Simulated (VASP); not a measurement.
Runs of VASP 6.6.1 on NaF. The structure is that of space group Imm2 (No. 44), or close to it. The cells are those of the table. 

```csv
task,cell,k mesh,cutoff (eV),smearing,gap on the mesh (eV),pressure (GPa),largest force (eV/Å)
single point,"a = 5.668, b = 5.668, c = 2.965 Å, angles 105.1, 105.1, 113.5°, 6 atoms",6 × 6 × 8,520,gaussian 0.02 eV,5.81,4.5,0.02
relaxation of shape and atoms at fixed volume,"relaxed from a = 5.606, b = 5.606, c = 2.932 Å, angles 105.1, 105.1, 113.5°, 6 atoms",6 × 6 × 8,600,gaussian 0.02 eV,5.95,6.6,0.01
single point,"a = 5.596, b = 5.596, c = 2.935 Å, angles 105.2, 105.2, 113.2°, 6 atoms",6 × 6 × 8,520,gaussian 0.02 eV,5.95,6.7,0.01
single point,"a = 5.734, b = 5.734, c = 2.995 Å, angles 105.1, 105.1, 113.6°, 6 atoms",6 × 6 × 8,520,gaussian 0.02 eV,5.67,2.7,0.01
single point,"a = 5.801, b = 5.801, c = 3.025 Å, angles 105.0, 105.0, 113.8°, 6 atoms",6 × 6 × 8,520,gaussian 0.02 eV,(b),1.2,0.02
single point,"a = 5.863, b = 5.863, c = 3.053 Å, angles 105.0, 105.0, 113.9°, 6 atoms",4 × 4 × 6,520,gaussian 0.1 eV,5.42,(a),0.01
```

Alike in all rows: level PBE; potentials or basis VASP PAW PBE potentials, release 64 (Na_pv, F); no spin polarisation.

**Question.** Fill in the values left out.

**Answer.** (a) -0.1; (b) 5.54.

A k mesh can miss the band edges.
